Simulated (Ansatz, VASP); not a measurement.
# HfN: VASP beside Ansatz

```
Hf N
1.0
     0.02259    2.27029    2.27029
     2.27029    0.02259    2.27029
     2.27029    2.27029    0.02259
Hf N
1 1
Direct
  0.00000 0.00000 0.00000
  0.50000 0.50000 0.50000
```

Change from the starting cell: equal xy, yz and zx shear strains of +1 %.

Alike in both runs: task single point; functional LDA; k mesh 10 × 10 × 10; occupations fermi-dirac, width 0.03 eV; no spin polarisation.

|  | VASP | Ansatz |
| --- | --- | --- |
| version | VASP 6.6.1 | Ansatz 0.2.0 |
| potentials or method | VASP PAW LDA potentials, release 64 (Hf_pv, N), cutoff 520 eV | all-electron LAPW, scalar-relativistic |

Ansatz gave:

| Quantity | Value |
| --- | --- |
| pressure (GPa) | -9.2 |
| traceless stress, the component that is largest in VASP (GPa) | -1.09 |

**Question.** Which values does VASP return?

**Answer.** Pressure (GPa): -10.6; traceless stress, the component that is largest in VASP (GPa): -1.07.

LDA's correlation is that of Perdew and Zunger in VASP and of Perdew and Wang (1992) in Ansatz. Ansatz ran all-electron here, and VASP with PAW potentials.

Spin-orbit coupling is off throughout.
